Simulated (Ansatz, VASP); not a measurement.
**One calculation of WC, two programs**

```
W C
1.0
     2.90650    0.00000    0.00000
    -1.45325    2.51710    0.00000
     0.00000    0.00000    2.83660
W C
1 1
Direct
  0.00000 0.00000 0.00000
  0.66667 0.33333 0.50000
```

Alike in both runs: task single point; functional PBE; k mesh 10 × 10 × 9; occupations gaussian, width 0.03 eV; no spin polarisation.

|  | VASP | Ansatz |
| --- | --- | --- |
| version | VASP 6.6.1 | Ansatz 0.2.0 |
| potentials or method | VASP PAW PBE potentials, release 64 (W_sv, C), cutoff 520 eV | all-electron LAPW, scalar-relativistic |

```csv
,VASP,Ansatz,Ansatz less VASP
gap on the k mesh at the Fermi level (eV),none,none,-
pressure (GPa),6.7,5.7,-1.03
"traceless stress, the component that is largest in VASP (GPa)",-0.44,-0.62,-0.180
```

A gap of «none» marks a metal or a gap that the smearing closes. Ansatz ran all-electron here, and VASP with PAW potentials.

Spin-orbit coupling is off throughout.
